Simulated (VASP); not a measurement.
# MgBe2S3 (P-3m1) in VASP: notebook

Runs on MgBe2S3. Level: PBE. Tasks: single point, relaxation of cell and atoms.

All numbers are computed with VASP 6.6.1; they aren't measurements. Logs are shortened: lines on timing, memory, paths and dates and some standing lists are left out, and cuts for length are marked.

### Step 1. The cell of the first run

Symmetry: P-3m1, No. 164, trigonal system. Conventional cell: a = 3.406 Å, b = 3.406 Å, c = 8.448 Å, α = 90.00°, β = 90.00°, γ = 120.00°. Within 3.4 Å of Mg (site symmetry -3m) lie 6 S at 2.56 Å. Be (site symmetry 3m) has 6 S at 2.33 to 2.38 Å within 3.1 Å. S (site symmetry 3m) has 3 Be at 2.33 Å and 3 Mg at 2.56 Å within 3.1 Å. Within 3.1 Å of S (site symmetry -3m) lie 6 Be at 2.38 Å.

### Step 2. Single point, PBE

Input file INCAR:

```
SYSTEM = MgBe2S3
PREC     = Accurate       ! precision mode
ENCUT    = 520            ! plane-wave cutoff, eV
EDIFF    = 1E-7           ! SCF threshold, eV
ISMEAR   = 0              ! smearing method
SIGMA    = 0.1            ! smearing width, eV
LREAL    = .FALSE.        ! projectors in reciprocal space
LASPH    = .TRUE.         ! aspherical terms in the spheres
NELM     = 60             ! most SCF steps
ALGO     = Normal         ! electronic algorithm
ISIF     = 2              ! what is computed and relaxed
LWAVE    = .FALSE.        ! write WAVECAR
LCHARG   = .FALSE.        ! write CHGCAR
GGA      = PE             ! functional
NBANDS   = 21             ! bands
```

Input file KPOINTS:

```
Automatic mesh
0
G
  6 6 2
  0 0 0
```

Input file POSCAR:

```
MgBe2S3
1.0
    3.4055840040     -0.0000000028      0.0000000000
   -1.7027919995      2.9493222636      0.0000000000
    0.0000000000      0.0000000000      8.4475286115
Mg Be S
1 2 3
Direct
    0.0000000000      0.0000000000      0.0000000000
    0.3333333333      0.6666666667      0.6594686242
    0.6666666667      0.3333333333      0.3405313758
    0.3333333333      0.6666666667      0.1932770237
    0.0000000000      0.0000000000      0.5000000000
    0.6666666667      0.3333333333      0.8067229763
```

Potentials or basis: VASP PAW PBE potentials, release 64 (Mg, Be, S).

Launch:

```bash
$ cat potpaw_PBE.64/Mg/POTCAR potpaw_PBE.64/Be/POTCAR potpaw_PBE.64/S/POTCAR > POTCAR
$ mpirun -np 1 vasp_std > vasp.out
```

OUTCAR:

```text
SYSTEM = MgBe2S3
   PREC = Accurate
   ENCUT = 520
   EDIFF = 1E-7
   ISMEAR = 0
   LREAL = .FALSE.
   LASPH = .TRUE.
   NELM = 60
   ISIF = 2
   GGA = PE

 ion  position               nearest neighbor table
   1  0.000  0.000  0.000-   4 2.56   6 2.56   4 2.56   6 2.56   6 2.56   4 2.56
   2  0.333  0.667  0.659-   6 2.33   6 2.33   6 2.33   5 2.38   5 2.38   5 2.38
   3  0.667  0.333  0.341-   4 2.33   4 2.33   4 2.33   5 2.38   5 2.38   5 2.38
   4  0.333  0.667  0.193-   3 2.33   3 2.33   3 2.33   1 2.56   1 2.56   1 2.56
   5  0.000  0.000  0.500-   2 2.38   3 2.38   2 2.38   3 2.38   3 2.38   2 2.38
   6  0.667  0.333  0.807-   2 2.33   2 2.33   2 2.33   1 2.56   1 2.56   1 2.56

  LATTYP: Found a hexagonal cell.
 ALAT       =     3.4055840040
 C/A-ratio  =     2.4804933901

  Lattice vectors:

 A1 = (   3.4055840040,  -0.0000000028,   0.0000000000)
 A2 = (  -1.7027919995,   2.9493222636,   0.0000000000)
 A3 = (   0.0000000000,   0.0000000000,   8.4475286115)

Analysis of symmetry for initial positions (statically):
=====================================================================
 Subroutine PRICEL returns:
 Original cell was already a primitive cell.

 Routine SETGRP: Setting up the symmetry group for a
 hexagonal supercell.

 Subroutine GETGRP returns: Found 12 space group operations
 (whereof 12 operations were pure point group operations)
 out of a pool of 24 trial point group operations.

The static configuration has the point symmetry D_3d.

Analysis of symmetry for dynamics (positions and initial velocities):
=====================================================================
 Subroutine PRICEL returns:
 Original cell was already a primitive cell.

 Routine SETGRP: Setting up the symmetry group for a
 hexagonal supercell.

 Subroutine GETGRP returns: Found 12 space group operations
 (whereof 12 operations were pure point group operations)
 out of a pool of 24 trial point group operations.

The dynamic configuration has the point symmetry D_3d.

 Subroutine INISYM returns: Found 12 space group operations
 (whereof 12 operations are pure point group operations),
 and found     1 'primitive' translations

----------------------------------------------------------------------------------------

                                     Primitive cell

  volume of cell :      84.8484

  direct lattice vectors                    reciprocal lattice vectors
     3.405584004 -0.000000003  0.000000000     0.293635394  0.169530473  0.000000000
    -1.702792000  2.949322264  0.000000000     0.000000000  0.339060947  0.000000000
     0.000000000  0.000000000  8.447528611     0.000000000  0.000000000  0.118377817

  length of vectors
     3.405584004  3.405584004  8.447528611     0.339060947  0.339060947  0.118377817

  position of ions in fractional coordinates (direct lattice)
     0.000000000  0.000000000  0.000000000
     0.333333333  0.666666667  0.659468624
     0.666666667  0.333333333  0.340531376
     0.333333333  0.666666667  0.193277024
     0.000000000  0.000000000  0.500000000
     0.666666667  0.333333333  0.806722976

  ion indices of the primitive-cell ions
   primitive index   ion index
                 1           1
                 2           2
                 3           3
                 4           4
                 5           5
                 6           6

----------------------------------------------------------------------------------------

 KPOINTS: Automatic mesh

Automatic generation of k-mesh.
 Grid dimensions read from file:
 generate k-points for:    6    6    2

 Generating k-lattice:

  Cartesian coordinates                     Fractional coordinates (reciprocal lattice)
     0.048939232  0.028255079  0.000000000     0.166666667 -0.000000000  0.000000000
     0.000000000  0.056510158  0.000000000     0.000000000  0.166666667  0.000000000
     0.000000000  0.000000000  0.059188909     0.000000000  0.000000000  0.500000000

  Length of vectors
     0.056510158  0.056510158  0.059188909

  Shift w.r.t. Gamma in fractional coordinates (k-lattice)
     0.000000000  0.000000000  0.000000000

 Subroutine IBZKPT returns following result:
 ===========================================

 Found     14 irreducible k-points:

 Following reciprocal coordinates:
            Coordinates               Weight
  0.000000  0.000000  0.000000      1.000000
  0.166667 -0.000000  0.000000      6.000000
  0.333333  0.000000  0.000000      6.000000
  0.500000 -0.000000  0.000000      3.000000
  0.166667  0.166667  0.000000      6.000000
  0.333333  0.166667  0.000000     12.000000
  0.333333  0.333333  0.000000      2.000000
  0.000000  0.000000  0.500000      1.000000
  0.166667 -0.000000  0.500000      6.000000
  0.333333  0.000000  0.500000      6.000000
  0.500000 -0.000000  0.500000      3.000000
  0.166667  0.166667  0.500000      6.000000
  0.333333  0.166667  0.500000     12.000000
  0.333333  0.333333  0.500000      2.000000
   k-points           NKPTS =     14   k-points in BZ     NKDIM =     14   number of bands    NBANDS=     21
   number of dos      NEDOS =    301   number of ions     NIONS =      6
   total plane-waves  NPLWV =  50176
   dimension x,y,z NGX =    28 NGY =   28 NGZ =   64
   dimension x,y,z NGXF=    56 NGYF=   56 NGZF=  128
   ions per type =               1   2   3
   NGX,Y,Z   is equivalent  to a cutoff of  13.67, 13.67, 12.60 a.u.
   NGXF,Y,Z  is equivalent  to a cutoff of  27.34, 27.34, 25.19 a.u.
 SYSTEM =  MgBe2S3
   PREC   = accura    normal or accurate (medium, high low for compatibility)
   ISTART =      0    job   : 0-new  1-cont  2-samecut
   ICHARG =      2    charge: 1-file 2-atom 10-const
   ISPIN  =      1    spin polarized calculation?
   LNONCOLLINEAR =      F non collinear calculations
   LSORBIT =      F    spin-orbit coupling
   LASPH  =      T    aspherical Exc in radial PAW
   ENCUT  =  520.0 eV  38.22 Ry    6.18 a.u.   6.33  6.33 15.71*2*pi/ulx,y,z
   NELM   =     60;   NELMIN=  2; NELMDL= -5     # of ELM steps
   EDIFF  = 0.1E-06   stopping-criterion for ELM
   LREAL  =      F    real-space projection
   EDIFFG = 0.1E-05   stopping-criterion for IOM
   NSW    =      0    number of steps for IOM
   IBRION =     -1    ionic relax: 0-MD 1-quasi-New 2-CG
   NFREE  =      0    steps in history (QN), initial steepest desc. (CG)
   ISIF   =      2    stress and relaxation
   ISYM   =      2    0-nonsym 1-usesym 2-fastsym
   POTIM  = 0.5000    time-step for ionic-motion
   TEBEG  =    0.0;   TEEND  =   0.0 temperature during run
   PSTRESS=    0.0 pullay stress
   NELECT =      24.0000    total number of electrons
   NUPDOWN=      -1.0000    fix difference up-down
   EMIN   =  10.00;   EMAX   =-10.00  energy-range for DOS
   EFERMI =   0.00;   METHOD = LEGACY
   ISMEAR =     0;   SIGMA  =   0.10  broadening in eV -4-tet -1-fermi 0-gaus
   EFERMI_NEDOS =   21; number of points for ismear=-14 and -15
   IALGO  =     38    algorithm
   IMIX   =      4    mixing-type and parameters
     AMIX     =   0.40;   BMIX     =  1.00
     AMIX_MAG =   1.60;   BMIX_MAG =  1.00
  volume/ion in A,a.u.               =      14.14        95.43
  Fermi-wavevector in a.u.,A,eV,Ry     =   1.074643  2.030780 15.712781  1.154857
  Thomas-Fermi vector in A             =   2.210477
   LORBIT       =      0    0 simple, 1 ext, 2 COOP (PROOUT), +10 PAW based schemes
   GGA     = PE    functional components
   LHFCALC =     F    Hartree Fock is set to
   AEXX    =    0.0000 exact exchange contribution
   IVDW    =     0    specifies the selected vdW correction
   LEPSILON=     F    determine dielectric tensor
   LRPA    =     F    only Hartree local field effects (RPA)
 non-spin polarized calculation
 Gauss-broadening in eV      SIGMA  =   0.10
  energy-cutoff  :      520.00
  volume of cell :       84.85
 maximum number of plane-waves:      2312
 NGX is ok and might be reduce to    28
   NGX = 13   NGY = 13   NGZ = 31

 number of electron      24.0000001 magnetization

 Free energy of the ion-electron system (eV)
  ---------------------------------------------------
  ext. energy  EPLUGINS =         0.00000000
  ---------------------------------------------------
  free energy    TOTEN  =       -25.98586414 eV

  energy without entropy =      -25.98586414  energy(sigma->0) =      -25.98586414

 E-fermi :   5.9733     XC(G=0): -10.2592

 val. band max:        5.5077787076   @ k =   0.1667  -0.0000   0.5000
 cond. band min:       7.0227883908   @ k =   0.5000  -0.0000   0.0000
 fundamental gap:      1.5150096832
 Fermi energy:         5.9733190284

 k-point     1 :       0.0000    0.0000    0.0000
  band No.  band energies     occupation
      1      -8.7069      2.00000
      2      -7.7215      2.00000
      3      -7.0641      2.00000
      4       0.4254      2.00000
      5       0.5646      2.00000
      6       4.8773      2.00000
[... 13 lines left out ...]
     20      12.9524      0.00000
     21      14.0278      0.00000

 k-point     2 :       0.1667   -0.0000    0.0000
  band No.  band energies     occupation
      1      -8.3891      2.00000
      2      -7.4545      2.00000
      3      -6.8034      2.00000
      4       0.6203      2.00000
      5       0.7751      2.00000
      6       2.9350      2.00000
[... 13 lines left out ...]
     20      13.0219      0.00000
     21      13.2608      0.00000

 k-point     3 :       0.3333    0.0000    0.0000
  band No.  band energies     occupation
      1      -7.5407      2.00000
      2      -6.8265      2.00000
      3      -6.2284      2.00000
      4       0.1206      2.00000
      5       0.3864      2.00000
      6       1.1648      2.00000
[... 13 lines left out ...]
     20      13.1137      0.00000
     21      14.1229      0.00000

 k-point     4 :       0.5000   -0.0000    0.0000
  band No.  band energies     occupation
      1      -6.7265      2.00000
      2      -6.6225      2.00000
      3      -5.9483      2.00000
      4      -0.5545      2.00000
      5      -0.2715      2.00000
      6      -0.2136      2.00000
[... 13 lines left out ...]
     20      12.7164      0.00000
     21      15.5000      0.00000

 k-point     5 :       0.1667    0.1667    0.0000
  band No.  band energies     occupation
      1      -7.8001      2.00000
      2      -6.9938      2.00000
      3      -6.3797      2.00000
      4       0.6732      2.00000
      5       0.7185      2.00000
      6       1.9969      2.00000
[... 13 lines left out ...]
     20      12.5877      0.00000
     21      13.1966      0.00000
[... 142 lines left out ...]
     20      14.2433      0.00000
     21      15.4078      0.00000

 k-point    12 :       0.1667    0.1667    0.5000
  band No.  band energies     occupation
      1      -7.6187      2.00000
      2      -7.3779      2.00000
      3      -6.1355      2.00000
      4       0.1666      2.00000
      5       1.3497      2.00000
      6       1.4216      2.00000
[... 13 lines left out ...]
     20      13.0870      0.00000
     21      13.6629      0.00000

 k-point    13 :       0.3333    0.1667    0.5000
  band No.  band energies     occupation
      1      -6.7933      2.00000
      2      -6.6171      2.00000
      3      -5.9319      2.00000
      4      -0.3436      2.00000
      5       0.3964      2.00000
      6       0.5377      2.00000
[... 13 lines left out ...]
     20      13.0982      0.00000
     21      13.2451      0.00000

 k-point    14 :       0.3333    0.3333    0.5000
  band No.  band energies     occupation
      1      -6.3117      2.00000
      2      -6.3117      2.00000
      3      -6.0351      2.00000
      4       0.0566      2.00000
      5       0.0566      2.00000
      6       0.2313      2.00000
[... 13 lines left out ...]
     20      13.7694      0.00000
     21      14.9790      0.00000

------------------------ aborting loop because EDIFF is reached ----------------------------------------

  FORCE on cell =-STRESS in cart. coord.  units (eV):
  Direction    XX          YY          ZZ          XY          YZ          ZX
  --------------------------------------------------------------------------------------
  -------------------------------------------------------------------------------------
  Total       -0.1030692     -0.1030692     -0.0385554     -0.0000000      0.0000000     -0.0000000
  in kB       -1.9462389     -1.9462389     -0.7280357     -0.0000000      0.0000000     -0.0000000
  external PRESSURE =      -1.5401711 kB  Pullay stress =       0.0000000 kB

 VOLUME and BASIS-vectors are now :
 -----------------------------------------------------------------------------
  energy-cutoff  :      520.00
  volume of cell :       84.85
      direct lattice vectors                 reciprocal lattice vectors
     3.405584004 -0.000000003  0.000000000     0.293635394  0.169530473  0.000000000
    -1.702792000  2.949322264  0.000000000     0.000000000  0.339060947  0.000000000
     0.000000000  0.000000000  8.447528611     0.000000000  0.000000000  0.118377817

 POSITION                                       TOTAL-FORCE (eV/Angst)
 -----------------------------------------------------------------------------------
      0.00000      0.00000      0.00000         0.000000     -0.000000      0.000000
      0.00000      1.96621      5.57088         0.000000      0.000000      0.006359
      1.70279      0.98311      2.87665         0.000000     -0.000000     -0.006359
      0.00000      1.96621      1.63271        -0.000000      0.000000     -0.018909
      0.00000      0.00000      4.22376         0.000000     -0.000000      0.000000
      1.70279      0.98311      6.81482         0.000000     -0.000000      0.018909
 -----------------------------------------------------------------------------------
    total drift:                                0.000000      0.000000      0.000000

  FREE ENERGIE OF THE ION-ELECTRON SYSTEM (eV)
  ---------------------------------------------------
  free  energy   TOTEN  =       -25.9858641354 eV

  energy  without entropy=      -25.9858641354  energy(sigma->0) =      -25.98586414
```

Wall time 12 s (1 thread of Intel Xeon 6975P-C (Granite Rapids), shared host); peak memory 0.21 GiB.

What came out:

- Free energy: -25.9859 eV
- Pressure: -0.2 GPa
- Largest force: 0.019 eV/Å
- Band gap on the k mesh: 1.51 eV, indirect (least direct gap 2.23 eV)

Forces in eV/Å, atoms in the order of the input:
```
Mg   0.000  0.000  0.000
Be   0.000  0.000  0.006
Be   0.000  0.000 -0.006
S    0.000  0.000 -0.019
S    0.000  0.000  0.000
S    0.000  0.000  0.019
```

Stress tensor (GPa, compression positive):
```
-0.19  0.00  0.00
 0.00 -0.19  0.00
 0.00  0.00 -0.07
```

### Step 3. Single point, PBE

This run uses another cell than the first one, of 15.23 Å³/atom, 1.077 times its volume.

Input file INCAR:

```
SYSTEM = MgBe2S3
PREC = Accurate
ENCUT = 520
EDIFF = 1E-6
ISMEAR = 0
SIGMA = 0.1
LREAL = .FALSE.
LASPH = .TRUE.
NELM = 60
ALGO = Normal
ISIF = 2
LWAVE = .FALSE.
LCHARG = .FALSE.
GGA = PE
NBANDS = 21
```

Input file KPOINTS:

```
regular mesh
0
G
  6 6 2
  0 0 0
```

Input file POSCAR:

```
MgBe2S3
1.0
    3.4518404500      0.0000000000      0.0000000000
   -1.7259202200      2.9893815200      0.0000000000
    0.0000000000      0.0000000000      8.8564487000
Mg Be S
1 2 3
Direct
    0.0000000000      0.0000000000      0.0000000000
    0.3333333300      0.6666666700      0.6618250000
    0.6666666700      0.3333333300      0.3381750000
    0.3333333300      0.6666666700      0.2081069900
    0.0000000000      0.0000000000      0.5000000000
    0.6666666700      0.3333333300      0.7918930100
```

Potentials or basis: VASP PAW PBE potentials, release 64 (Mg, Be, S).

Launch:

```bash
$ cat potpaw_PBE.64/Mg/POTCAR potpaw_PBE.64/Be/POTCAR potpaw_PBE.64/S/POTCAR > POTCAR
$ mpirun -np 1 vasp_std > vasp.out
```

Run time: 13 s. Hardware: 1 thread of Intel Xeon 6975P-C (Granite Rapids), shared host; peak memory 0.22 GiB.

Results (log left out):

```yaml
Free_energy: -25.6662 eV
Pressure: -5.9 GPa
Largest_force: 1.036 eV/Å
Band_gap_on_the_k_mesh: 1.08 eV, indirect (least direct gap 1.65 eV)
```

Forces on the atoms (eV/Å):
```
Mg   0.000  0.000  0.000
Be   0.000  0.000 -0.447
Be   0.000  0.000  0.447
S    0.000  0.000 -1.036
S    0.000  0.000  0.000
S    0.000  0.000  1.036
```

Stress tensor (GPa, compression positive):
```
-4.31  0.00  0.00
 0.00 -4.31  0.00
 0.00  0.00 -8.97
```

Levels at points of the mesh, in eV from the valence-band top:
| k point | band 10 | band 11 | band 12 | band 13 | band 14 | band 15 |
| --- | --- | --- | --- | --- | --- | --- |
| (0.00, 0.00, 0.00) | -0.50 | -0.04 | -0.04 | 2.63 | 4.03 | 4.30 |
| (0.50, 0.00, 0.00) | -2.16 | -1.63 | -0.57 | 1.08 | 3.51 | 3.58 |
| (0.00, 0.00, 0.50) | -0.88 | -0.05 | -0.05 | 3.72 | 3.86 | 4.58 |
| (0.50, 0.00, 0.50) | -2.32 | -0.78 | -0.45 | 2.09 | 2.13 | 3.14 |

Caveat: forces of over 1 eV/Å act on the atoms, so gaps and moduli don't describe the material at rest. A k mesh can miss the band edges.

[end of part 1 of 2]
